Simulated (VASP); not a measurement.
ZrSnTe, 6 atoms in the cell. The structure is tetragonal, space group P4/nmm (No. 129). Conventional cell: a = 4.092 Å, b = 4.092 Å, c = 8.796 Å, α = 90.00°, β = 90.00°, γ = 90.00°. Zr (site symmetry 4mm) has 5 Te at 3.07 to 3.13 Å and 4 Sn at 3.09 Å within 4.0 Å. Within 3.8 Å of Sn (site symmetry -4m2) lie 4 Sn at 2.89 Å and 4 Zr at 3.09 Å. Within 4.0 Å of Te (site symmetry 4mm) lie 5 Zr at 3.07 to 3.13 Å and 4 Te at 3.58 Å and 4 Sn at 3.92 Å. 

```yaml
Program: VASP 6.6.1
Task: single point
Functional: r2SCAN
Potentials_or_basis: VASP PAW PBE potentials, release 64 (Zr_sv, Sn_d, Te)
Cutoff: 520 eV
k_mesh: 8 × 8 × 4
Occupations: gaussian, width 0.02 eV
Spin: no spin polarisation
Dipole_correction: no
Further_INCAR_settings: ALGO = Normal; EDIFF = 1e-07; NBANDS = 41
```

Potentials or basis: VASP PAW PBE potentials, release 64 (Zr_sv, Sn_d, Te).

Launch:

```console
$ cat potpaw_PBE.64/Zr_sv/POTCAR potpaw_PBE.64/Sn_d/POTCAR potpaw_PBE.64/Te/POTCAR > POTCAR
$ cp INCAR.step1 INCAR
$ mpirun -np 1 vasp_std > vasp.out
$ cp INCAR.step2 INCAR
$ mpirun -np 1 vasp_std > vasp.out
```

Hardware: 1 thread of Intel Xeon 6975P-C, with other jobs on the host.

Problem. How long does it take, and how much memory?

Solution. Run time: 18 min on 1 thread of Intel Xeon 6975P-C (shared host), peak memory 0.43 GiB. Counts: k points 45.
